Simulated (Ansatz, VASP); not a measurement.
# Two plane-wave programs on HfCl4

```
Hf Cl
1.0
    14.00000    0.00000    0.00000
     0.00000   14.50000    0.00000
     0.00000    0.00000   15.00000
Hf Cl
1 4
Direct
  0.49969 0.49978 0.49982
  0.59467 0.59247 0.58844
  0.59546 0.40749 0.41148
  0.40446 0.59131 0.41029
  0.40440 0.40813 0.58922
```

Alike in both runs: functional PBE; dispersion D3(BJ); k mesh 1 × 1 × 1; occupations gaussian, width 0.005 eV; no spin polarisation.

Ansatz relaxed the structure, and its values are those at the end. VASP's run is a single point on that final structure, the one shown.

```csv
,VASP,Ansatz
version,VASP 6.6.1,Ansatz 0.2.0
potentials or method,"VASP PAW PBE potentials, release 64 (Hf_pv, Cl), cutoff 520 eV","scalar-relativistic, plane waves, PAW"
valence electrons in the cell,38,54
```

VASP gave:

| Quantity | Value |
| --- | --- |
| gap on the k mesh at the Fermi level (eV) | 5.33 |
| rms of the force components (eV/Å) | 0.046 |

Estimate Ansatz's values.

gap on the k mesh at the Fermi level (eV): 5.32; rms of the force components (eV/Å): 0.002.

VASP's potentials hold 38 valence electrons a cell and Ansatz's 54, so a difference there can come from the potentials and not from the codes.

Neither program's run includes spin-orbit coupling.
